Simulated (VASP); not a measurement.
Input of a VASP 6.6.1 run:

INCAR

```
PREC     = Accurate       # precision mode
ENCUT    = 520            # plane-wave cutoff, eV
EDIFF    = 1E-6           # SCF threshold, eV
ISMEAR   = -1             # smearing method
SIGMA    = 0.1            # smearing width, eV
LREAL    = False          # projectors in reciprocal space
LASPH    = True           # aspherical terms in the spheres
NELM     = 60             # most SCF steps
ALGO     = Normal         # electronic algorithm
ISIF     = 2              # what is computed and relaxed
LWAVE    = False          # write WAVECAR
LCHARG   = False          # write CHGCAR
GGA      = PE             # functional
NBANDS   = 19             # bands
```

The input KPOINTS:

```
Automatic mesh
0
Gamma
  20 20 11
```

POSCAR

```
Zn
1.0
    2.2187454809      0.0000000000      0.0000000000
   -1.1093727405      1.9214899510      0.0000000000
    0.0000000000      0.0000000000      3.5550602702
Zn
2
Direct
    0.3333333333      0.6666666667      0.2500000000
    0.6666666667      0.3333333333      0.7500000000
```

Potentials or basis: VASP PAW PBE potentials, release 64 (Zn).

Launch:

```sh
$ cat potpaw_PBE.64/Zn/POTCAR > POTCAR
$ mpirun -np 1 vasp_std > vasp.out
```

Q: What does it give for the band gap on the k mesh?

A: Zero (band 12 reaches 13.01 eV, above the bottom of band 13 at 10.89 eV).

Q: Predict the pressure.

A: 285.7 GPa.

Stress tensor (GPa, compression positive):
```
285.60   0.00   0.00
  0.00 285.60   0.00
  0.00   0.00 285.96
```
